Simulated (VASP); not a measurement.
# GeS (Pnma) in VASP: a series of runs

The runs below take GeS through single point, with PBE+D3(BJ).

Everything below comes from runs of VASP 6.6.1. Logs are shortened: lines on timing, memory, paths and dates and some standing lists are left out, and cuts for length are marked.

### Step 1. The cell of the first run

It takes space group Pnma (No. 62, orthorhombic). Conventional cell: a = 10.418 Å, b = 3.668 Å, c = 4.204 Å, α = 90.00°, β = 90.00°, γ = 90.00°. Within 3.4 Å of Ge (site symmetry m) lie 6 S at 2.45 to 3.21 Å and 2 Ge at 3.31 Å. S (site symmetry m) has 6 Ge at 2.45 to 3.21 Å within 3.3 Å.

### Step 2. Single point, PBE+D3(BJ) (20.08 Å³/atom)

Contents of INCAR:

```
SYSTEM = GeS
ALGO = Normal
EDIFF = 1E-6
ENCUT = 500
GGA = PE
GGA_COMPAT = .False.
ISIF = 2
ISMEAR = 0
IVDW = 12
LASPH = .True.
LCHARG = .False.
LREAL = .False.
LWAVE = .False.
NBANDS = 50
NELM = 120
PREC = Accurate
SIGMA = 0.02
```

Contents of KPOINTS:

```
k-points
0
Gamma
  4 8 6
  0 0 0
```

Contents of POSCAR:

```
GeS
1.0
   10.4175724105      0.0000000000      0.0000000000
    0.0000000000      3.6677170747      0.0000000000
    0.0000000000      0.0000000000      4.2038058041
Ge S
4 4
Direct
    0.1219203703      0.2500000000      0.1252668873
    0.3780796297      0.7500000000      0.6252668873
    0.6219203703      0.2500000000      0.3747331127
    0.8780796297      0.7500000000      0.8747331127
    0.8519825780      0.2500000000      0.4934593728
    0.6480174220      0.7500000000     -0.0065406272
    0.3519825780      0.2500000000      1.0065406272
    0.1480174220      0.7500000000      0.5065406272
```

Potentials or basis: VASP PAW PBE potentials, release 64 (Ge_d, S).

Started as:

```sh
> cat potpaw_PBE.64/Ge_d/POTCAR potpaw_PBE.64/S/POTCAR > POTCAR
> mpirun -np 1 vasp_std > vasp.out
```

OUTCAR:

```text
SYSTEM = GeS
   EDIFF = 1E-6
   ENCUT = 500
   GGA = PE
   ISIF = 2
   ISMEAR = 0
   IVDW = 12
   LASPH = .True.
   LREAL = .False.
   NELM = 120
   PREC = Accurate
 IVDW          = 12

 ion  position               nearest neighbor table
   1  0.122  0.250  0.125-   7 2.45   8 2.45   8 2.45
   2  0.378  0.750  0.625-   8 2.45   7 2.45   7 2.45
   3  0.622  0.250  0.375-   5 2.45   6 2.45   6 2.45
   4  0.878  0.750  0.875-   6 2.45   5 2.45   5 2.45
   5  0.852  0.250  0.493-   3 2.45   4 2.45   4 2.45
   6  0.648  0.750  0.993-   4 2.45   3 2.45   3 2.45
   7  0.352  0.250  0.007-   1 2.45   2 2.45   2 2.45
   8  0.148  0.750  0.507-   2 2.45   1 2.45   1 2.45

  LATTYP: Found a simple orthorhombic cell.
 ALAT       =     3.6677170747
 B/A-ratio  =     1.1461641447
 C/A-ratio  =     2.8403424251

  Lattice vectors:

 A1 = (   0.0000000000,   3.6677170747,   0.0000000000)
 A2 = (   0.0000000000,   0.0000000000,   4.2038058041)
 A3 = (  10.4175724105,   0.0000000000,   0.0000000000)

Analysis of symmetry for initial positions (statically):
=====================================================================
 Subroutine PRICEL returns:
 Original cell was already a primitive cell.

 Routine SETGRP: Setting up the symmetry group for a
 simple orthorhombic supercell.

 Subroutine GETGRP returns: Found  8 space group operations
 (whereof  2 operations were pure point group operations)
 out of a pool of  8 trial point group operations.

The static configuration has the point symmetry S_2 .
 The point group associated with its full space group is D_2h.

Analysis of symmetry for dynamics (positions and initial velocities):
=====================================================================
 Subroutine PRICEL returns:
 Original cell was already a primitive cell.

 Routine SETGRP: Setting up the symmetry group for a
 simple orthorhombic supercell.

 Subroutine GETGRP returns: Found  8 space group operations
 (whereof  2 operations were pure point group operations)
 out of a pool of  8 trial point group operations.

The dynamic configuration has the point symmetry S_2 .
 The point group associated with its full space group is D_2h.

 Subroutine INISYM returns: Found  8 space group operations
 (whereof  2 operations are pure point group operations),
 and found     1 'primitive' translations

----------------------------------------------------------------------------------------

                                     Primitive cell

  volume of cell :     160.6220

  direct lattice vectors                    reciprocal lattice vectors
    10.417572411  0.000000000  0.000000000     0.095991653  0.000000000  0.000000000
     0.000000000  3.667717075  0.000000000     0.000000000  0.272649166  0.000000000
     0.000000000  0.000000000  4.203805804     0.000000000  0.000000000  0.237879685

  length of vectors
    10.417572411  3.667717075  4.203805804     0.095991653  0.272649166  0.237879685

  position of ions in fractional coordinates (direct lattice)
     0.121920370  0.250000000  0.125266887
     0.378079630  0.750000000  0.625266887
     0.621920370  0.250000000  0.374733113
     0.878079630  0.750000000  0.874733113
     0.851982578  0.250000000  0.493459373
     0.648017422  0.750000000  0.993459373
     0.351982578  0.250000000  0.006540627
     0.148017422  0.750000000  0.506540627

  ion indices of the primitive-cell ions
   primitive index   ion index
                 1           1
                 2           2
                 3           3
                 4           4
                 5           5
                 6           6
                 7           7
                 8           8

----------------------------------------------------------------------------------------

 KPOINTS: k-points

Automatic generation of k-mesh.
 Grid dimensions read from file:
 generate k-points for:    4    8    6

 Generating k-lattice:

  Cartesian coordinates                     Fractional coordinates (reciprocal lattice)
     0.023997913  0.000000000  0.000000000     0.250000000  0.000000000  0.000000000
     0.000000000  0.034081146  0.000000000     0.000000000  0.125000000  0.000000000
     0.000000000  0.000000000  0.039646614     0.000000000  0.000000000  0.166666667

  Length of vectors
     0.023997913  0.034081146  0.039646614

  Shift w.r.t. Gamma in fractional coordinates (k-lattice)
     0.000000000  0.000000000  0.000000000

 Subroutine IBZKPT returns following result:
 ===========================================

 Found     60 irreducible k-points:

 Following reciprocal coordinates:
            Coordinates               Weight
  0.000000  0.000000  0.000000      1.000000
  0.250000  0.000000  0.000000      2.000000
  0.500000  0.000000  0.000000      1.000000
  0.000000  0.125000  0.000000      2.000000
  0.250000  0.125000  0.000000      4.000000
  0.500000  0.125000  0.000000      2.000000
[... 16 lines left out ...]
  0.250000  0.250000  0.166667      8.000000
  0.500000  0.250000  0.166667      4.000000
 [... further k-points ...]
   k-points           NKPTS =     60   k-points in BZ     NKDIM =     60   number of bands    NBANDS=     50
   number of dos      NEDOS =    301   number of ions     NIONS =      8
   total plane-waves  NPLWV =  71680
   dimension x,y,z NGX =    80 NGY =   28 NGZ =   32
   dimension x,y,z NGXF=   160 NGYF=   56 NGZF=   64
   ions per type =               4   4
   NGX,Y,Z   is equivalent  to a cutoff of  12.77, 12.69, 12.65 a.u.
   NGXF,Y,Z  is equivalent  to a cutoff of  25.53, 25.38, 25.31 a.u.
 SYSTEM =  GeS
   PREC   = accura    normal or accurate (medium, high low for compatibility)
   ISTART =      0    job   : 0-new  1-cont  2-samecut
   ICHARG =      2    charge: 1-file 2-atom 10-const
   ISPIN  =      1    spin polarized calculation?
   LNONCOLLINEAR =      F non collinear calculations
   LSORBIT =      F    spin-orbit coupling
   LASPH  =      T    aspherical Exc in radial PAW
   ENCUT  =  500.0 eV  36.75 Ry    6.06 a.u.  18.99  6.69  7.66*2*pi/ulx,y,z
   NELM   =    120;   NELMIN=  2; NELMDL= -5     # of ELM steps
   EDIFF  = 0.1E-05   stopping-criterion for ELM
   LREAL  =      F    real-space projection
   EDIFFG = 0.1E-04   stopping-criterion for IOM
   NSW    =      0    number of steps for IOM
   IBRION =     -1    ionic relax: 0-MD 1-quasi-New 2-CG
   NFREE  =      0    steps in history (QN), initial steepest desc. (CG)
   ISIF   =      2    stress and relaxation
   ISYM   =      2    0-nonsym 1-usesym 2-fastsym
   POTIM  = 0.5000    time-step for ionic-motion
   TEBEG  =    0.0;   TEEND  =   0.0 temperature during run
   PSTRESS=    0.0 pullay stress
   NELECT =      80.0000    total number of electrons
   NUPDOWN=      -1.0000    fix difference up-down
   EMIN   =  10.00;   EMAX   =-10.00  energy-range for DOS
   EFERMI =   0.00;   METHOD = LEGACY
   ISMEAR =     0;   SIGMA  =   0.02  broadening in eV -4-tet -1-fermi 0-gaus
   EFERMI_NEDOS =   21; number of points for ismear=-14 and -15
   IALGO  =     38    algorithm
   IMIX   =      4    mixing-type and parameters
     AMIX     =   0.40;   BMIX     =  1.00
     AMIX_MAG =   1.60;   BMIX_MAG =  1.00
  volume/ion in A,a.u.               =      20.08       135.49
  Fermi-wavevector in a.u.,A,eV,Ry     =   1.297687  2.452272 22.912083  1.683991
  Thomas-Fermi vector in A             =   2.429063
   LORBIT       =      0    0 simple, 1 ext, 2 COOP (PROOUT), +10 PAW based schemes
   GGA     = PE    functional components
   LHFCALC =     F    Hartree Fock is set to
   AEXX    =    0.0000 exact exchange contribution
   IVDW    =    12    specifies the selected vdW correction
   LEPSILON=     F    determine dielectric tensor
   LRPA    =     F    only Hartree local field effects (RPA)
 non-spin polarized calculation
 Gauss-broadening in eV      SIGMA  =   0.02
  energy-cutoff  :      500.00
  volume of cell :      160.62
 maximum number of plane-waves:      4111
 NGX is ok and might be reduce to    80
   NGX = 37   NGY = 13   NGZ = 15

 number of electron      80.0000005 magnetization

 Free energy of the ion-electron system (eV)
  ---------------------------------------------------
  ext. energy  EPLUGINS =         0.00000000
  ---------------------------------------------------
  free energy    TOTEN  =       -36.54813316 eV

  energy without entropy =      -36.54813316  energy(sigma->0) =      -36.54813316

 E-fermi :   5.3626     XC(G=0): -10.2444

 val. band max:        5.2769936131   @ k =   0.0000   0.0000   0.3333
 cond. band min:       6.2526199540   @ k =   0.0000   0.0000   0.0000
 fundamental gap:      0.9756263410
 Fermi energy:         5.3625618258

 k-point     1 :       0.0000    0.0000    0.0000
  band No.  band energies     occupation
      1     -19.1949      2.00000
      2     -19.1909      2.00000
      3     -19.1869      2.00000
      4     -19.1846      2.00000
      5     -19.1844      2.00000
      6     -19.1827      2.00000
[... 42 lines left out ...]
     49      10.7418      0.00000
     50      11.3024      0.00000

 k-point     2 :       0.2500    0.0000    0.0000
  band No.  band energies     occupation
      1     -19.1944      2.00000
      2     -19.1917      2.00000
      3     -19.1863      2.00000
      4     -19.1846      2.00000
      5     -19.1844      2.00000
      6     -19.1833      2.00000
[... 42 lines left out ...]
     49      11.0425      0.00000
     50      11.1733      0.00000

 k-point     3 :       0.5000    0.0000    0.0000
  band No.  band energies     occupation
      1     -19.1932      2.00000
      2     -19.1932      2.00000
      3     -19.1853      2.00000
      4     -19.1853      2.00000
      5     -19.1840      2.00000
      6     -19.1840      2.00000
[... 1102 lines left out ...]
     49       9.6958      0.00000
     50      10.5247      0.00000

 k-point    24 :       0.5000    0.2500    0.1667
  band No.  band energies     occupation
      1     -19.1897      2.00000
      2     -19.1897      2.00000
      3     -19.1872      2.00000
      4     -19.1872      2.00000
      5     -19.1828      2.00000
      6     -19.1828      2.00000
[... 42 lines left out ...]
     49      10.0284      0.00000
     50      10.0284      0.00000

 [... further k-points ...]

------------------------ aborting loop because EDIFF is reached ----------------------------------------

 Edisp (eV)   -2.61722

 E8    (eV) :    -1.0636

  FORCE on cell =-STRESS in cart. coord.  units (eV):
  Direction    XX          YY          ZZ          XY          YZ          ZX
  --------------------------------------------------------------------------------------
  -------------------------------------------------------------------------------------
  Total       1.91895     1.93722     1.98306     0.00000     0.00000     0.00000
  in kB      19.14117    19.32342    19.78071     0.00000     0.00000     0.00000
  external pressure =       19.42 kB  Pullay stress =        0.00 kB

 VOLUME and BASIS-vectors are now :
 -----------------------------------------------------------------------------
  energy-cutoff  :      500.00
  volume of cell :      160.62
      direct lattice vectors                 reciprocal lattice vectors
    10.417572411  0.000000000  0.000000000     0.095991653  0.000000000  0.000000000
     0.000000000  3.667717075  0.000000000     0.000000000  0.272649166  0.000000000
     0.000000000  0.000000000  4.203805804     0.000000000  0.000000000  0.237879685

 POSITION                                       TOTAL-FORCE (eV/Angst)
 -----------------------------------------------------------------------------------
      1.27011      0.91693      0.52660         0.002210     -0.000000     -0.006035
      3.93867      2.75079      2.62850        -0.002210      0.000000     -0.006035
      6.47890      0.91693      1.57531         0.002210     -0.000000      0.006035
      9.14746      2.75079      3.67721        -0.002210     -0.000000      0.006035
      8.87559      0.91693      2.07441        -0.004966     -0.000000     -0.004503
      6.75077      2.75079      4.17631         0.004966     -0.000000     -0.004503
      3.66680      0.91693      0.02750        -0.004966      0.000000      0.004503
      1.54198      2.75079      2.12940         0.004966     -0.000000      0.004503
 -----------------------------------------------------------------------------------
    total drift:                                0.000000      0.000000      0.000000

  FREE ENERGIE OF THE ION-ELECTRON SYSTEM (eV)
  ---------------------------------------------------
  free  energy   TOTEN  =       -39.1653562724 eV

  energy  without entropy=      -39.1653562724  energy(sigma->0) =      -39.16535627
```

Wall time 5.4 min (1 thread of Intel Xeon Platinum 8259CL at 2.50GHz (Skylake/Cascade Lake), shared host); peak memory 0.48 GiB.

What came out:

| Property | Result |
| --- | --- |
| Free energy | -39.1654 eV |
| Pressure | 1.9 GPa |
| Largest force | 0.007 eV/Å |
| Band gap on the k mesh | 0.98 eV (least direct gap 1.18 eV) |
| Dispersion energy per atom | -0.327 eV |

Forces in eV/Å, atoms in the order of the input:
```
Ge   0.002  0.000 -0.006
Ge  -0.002  0.000 -0.006
Ge   0.002  0.000  0.006
Ge  -0.002  0.000  0.006
S   -0.005  0.000 -0.005
S    0.005  0.000 -0.005
S   -0.005  0.000  0.005
S    0.005  0.000  0.005
```

A k mesh can miss the band edges.

### Step 3. Single point, PBE+D3(BJ) (20.72 Å³/atom)

This run uses another cell than the first one, of 20.72 Å³/atom.

Contents of INCAR:

```
PREC = Accurate
ENCUT = 500
EDIFF = 1E-6
ISMEAR = 0
SIGMA = 0.02
LREAL = False
LASPH = True
NELM = 120
ALGO = Normal
ISIF = 2
LWAVE = False
LCHARG = True
GGA = PE
IVDW = 12
LELF = True
LVHAR = True
NBANDS = 50
GGA_COMPAT = False
```

Contents of KPOINTS:

```
regular mesh
0
Gamma
  4 8 6
```

Contents of POSCAR:

```
GeS
1.0
   10.5433163390      0.0000000000      0.0000000000
    0.0000000000      3.6743020954      0.0000000000
    0.0000000000      0.0000000000      4.2785516929
Ge S
4 4
Direct
    0.1235034140      0.2500000000      0.1310202733
    0.3764965860      0.7500000000      0.6310202733
    0.6235034140      0.2500000000      0.3689797267
    0.8764965860      0.7500000000      0.8689797267
    0.8506989042      0.2500000000      0.4934601018
    0.6493010958      0.7500000000     -0.0065398982
    0.3506989042      0.2500000000      1.0065398982
    0.1493010958      0.7500000000      0.5065398982
```

Potentials or basis: VASP PAW PBE potentials, release 64 (Ge_d, S).

Started as:

```sh
> cat potpaw_PBE.64/Ge_d/POTCAR potpaw_PBE.64/S/POTCAR > POTCAR
> mpirun -np 1 vasp_std > vasp.out
```

Wall time 2.9 min (1 thread of Intel Xeon 6975P-C (Granite Rapids), shared host); peak memory 0.48 GiB.

Results (log left out):

```yaml
Free_energy: -39.2292 eV
Pressure: 1.6 GPa
Largest_force: 0.007 eV/Å
Band_gap_on_the_k_mesh: 1.10 eV (least direct gap 1.23 eV)
Dispersion_energy_per_atom: -0.328 eV
```

Forces on the atoms (eV/Å):
```
Ge  -0.001  0.000 -0.005
Ge   0.001  0.000 -0.005
Ge  -0.001  0.000  0.005
Ge   0.001  0.000  0.005
S    0.005  0.000 -0.005
S   -0.005  0.000 -0.005
S    0.005  0.000  0.005
S   -0.005  0.000  0.005
```

Levels at points of the mesh, in eV from the valence-band top:
```
           k point  band 37  band 38  band 39  band 40  band 41  band 42  band 43  band 44
(0.00, 0.00, 0.00)    -1.67    -0.92    -0.80    -0.12     1.10     2.70     2.81     3.05
(0.50, 0.00, 0.00)    -1.91    -1.91    -0.40    -0.40     2.50     2.50     2.64     2.64
(0.00, 0.50, 0.00)    -1.35    -1.35    -1.05    -1.05     1.53     1.53     1.57     1.57
(0.50, 0.50, 0.00)    -1.40    -1.40    -1.40    -1.40     1.81     1.81     1.81     1.81
(0.00, 0.00, 0.50)    -0.87    -0.87    -0.22    -0.22     1.68     1.68     2.52     2.52
(0.50, 0.00, 0.50)    -0.66    -0.66    -0.25    -0.25     1.65     1.65     2.41     2.41
(0.00, 0.50, 0.50)    -2.21    -2.21    -1.36    -1.36     3.14     3.14     3.42     3.42
(0.50, 0.50, 0.50)    -1.47    -1.47    -1.47    -1.47     2.90     2.90     2.90     2.90
```

### Step 4. Single point, PBE+D3(BJ) (22.64 Å³/atom)

This run uses another cell than the first one, of 22.64 Å³/atom.

Contents of INCAR:

```
PREC = Accurate
ENCUT = 500
EDIFF = 1E-6
ISMEAR = 0
SIGMA = 0.02
LREAL = F
LASPH = T
NELM = 120
ALGO = Normal
ISIF = 2
LWAVE = F
LCHARG = F
GGA = PE
IVDW = 12
NBANDS = 50
GGA_COMPAT = F
```

KPOINTS is that of step 3.

Contents of POSCAR:

```
GeS
1.0
   10.9192435623      0.0000000000      0.0000000000
    0.0000000000      3.6720742782      0.0000000000
    0.0000000000      0.0000000000      4.5173007034
Ge S
4 4
Direct
    0.1278191291      0.2500000000      0.1411307845
    0.3721808709      0.7500000000      0.6411307845
    0.6278191291      0.2500000000      0.3588692155
    0.8721808709      0.7500000000      0.8588692155
    0.8459937012      0.2500000000      0.5010781879
    0.6540062988      0.7500000000      0.0010781879
    0.3459937012      0.2500000000      0.9989218121
    0.1540062988      0.7500000000      0.4989218121
```

Started as:

```sh
> cat potpaw_PBE.64/Ge_d/POTCAR potpaw_PBE.64/S/POTCAR > POTCAR
> mpirun -np 1 vasp_std > vasp.out
```

Run time: 5.2 min. Hardware: 1 thread of AMD EPYC 7R13 (Zen 3), shared host; peak memory 0.49 GiB.

Results (log left out):

```yaml
Free_energy: -39.1711 eV
Pressure: -2.3 GPa
Largest_force: 0.015 eV/Å
Band_gap_on_the_k_mesh: 1.30 eV
Dispersion_energy_per_atom: -0.316 eV
```

Forces on the atoms (eV/Å):
```
Ge  -0.005  0.000 -0.013
Ge   0.005  0.000 -0.013
Ge  -0.005  0.000  0.013
Ge   0.005  0.000  0.013
S   -0.007  0.000 -0.013
S    0.007  0.000 -0.013
S   -0.007  0.000  0.013
S    0.007  0.000  0.013
```

Levels at points of the mesh, in eV from the valence-band top:
```tsv
k point	band 36	band 37	band 38	band 39	band 40	band 41	band 42	band 43	band 44	band 45
(0.00, 0.00, 0.00)	-1.92	-1.57	-0.82	-0.73	0.00	1.30	2.55	2.71	2.90	3.14
(0.50, 0.00, 0.00)	-1.78	-1.73	-1.73	-0.32	-0.32	2.34	2.34	2.59	2.59	3.57
(0.00, 0.50, 0.00)	-2.21	-1.48	-1.48	-1.10	-1.10	1.44	1.44	1.71	1.71	2.63
(0.50, 0.50, 0.00)	-2.38	-1.44	-1.44	-1.44	-1.44	1.76	1.76	1.76	1.76	2.83
(0.00, 0.00, 0.50)	-1.71	-0.98	-0.98	-0.36	-0.36	1.77	1.77	2.46	2.46	3.01
(0.50, 0.00, 0.50)	-2.12	-0.82	-0.82	-0.38	-0.38	1.78	1.78	2.34	2.34	3.31
(0.00, 0.50, 0.50)	-3.44	-1.82	-1.82	-1.14	-1.14	3.09	3.09	3.18	3.18	4.64
(0.50, 0.50, 0.50)	-3.83	-1.29	-1.29	-1.29	-1.29	2.93	2.93	2.93	2.93	4.45
```

A k mesh can miss the band edges.

### Step 5. Overview

| cell | gap on the mesh (eV) | pressure (GPa) | largest force (eV/Å) |
| --- | --- | --- | --- |
| a = 10.418, b = 3.668, c = 4.204 Å, 8 atoms, atomic positions A | 0.98 | 1.9 | 0.01 |
| a = 10.543, b = 3.674, c = 4.279 Å, 8 atoms, atomic positions B | 1.10 | 1.6 | 0.01 |
| a = 10.919, b = 3.672, c = 4.517 Å, 8 atoms, atomic positions C | 1.30 | -2.3 | 0.02 |

Alike in all rows: task single point; level PBE+D3(BJ); potentials or basis VASP PAW PBE potentials, release 64 (Ge_d, S); no spin polarisation; k mesh 4 × 8 × 6; cutoff (eV) 500; smearing gaussian 0.02 eV.

Total energies depend on the potentials used, so only differences within one code and one set of settings carry meaning.
